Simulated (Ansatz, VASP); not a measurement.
Two plane-wave programs on C

File INCAR:

```
  PREC = Accurate
  ENCUT = 520
  EDIFF = 1E-6
  ISMEAR = -1
  SIGMA = 0.1
  LREAL = F
  LASPH = T
  NELM = 100
  ALGO = Normal
  ISIF = 2
  LWAVE = F
  LCHARG = F
  NBANDS = 8
```

Contents of KPOINTS:

```
regular mesh
0
Gamma
  22 22 22
```

The input POSCAR:

```
C
1.0
   -1.1317125816      1.1317125816      1.1317125816
    1.1317125816     -1.1317125816      1.1317125816
    1.1317125816      1.1317125816     -1.1317125816
C
1
Direct
    0.0000000000      0.0000000000      0.0000000000
```

Input for Ansatz:

```yaml
crystal:
  lattice:
    - [-1.1317125816, 1.1317125816, 1.1317125816]
    - [1.1317125816, -1.1317125816, 1.1317125816]
    - [1.1317125816, 1.1317125816, -1.1317125816]
  atoms:
    - { symbol: C, position: [0.0, 0.0, 0.0] }
kpoints:
  mp_grid: { grid: [22, 22, 22] }
scf:
  occupations: { method: fermi_dirac, width: 0.1 }
hamiltonian:
  xc: lda
  pseudopotentials: { kind: paw }
output:
  forces: true
  stress: true
  eigenvalues: true
  populations: true
```

Change from the starting cell: volume scaled by 0.92, PAW files.

Alike in both runs: task single point; functional LDA; k mesh 22 × 22 × 22; occupations fermi-dirac, width 0.1 eV; no spin polarisation.

|  | VASP | Ansatz |
| --- | --- | --- |
| version | VASP 6.6.1 | Ansatz 0.2.0 |
| potentials or method | VASP PAW LDA potentials, release 64 (C) | PAW with Ansatz's default frozen-core files, scalar-relativistic |
| plane-wave cutoff (eV) | 520 | 420 |
| valence electrons in the cell | 4 | 4 |

```csv
,VASP,Ansatz,Ansatz less VASP
pressure (GPa),23.2,22.3,-0.86
```

LDA's correlation is that of Perdew and Zunger in VASP and of Perdew and Wang (1992) in Ansatz.
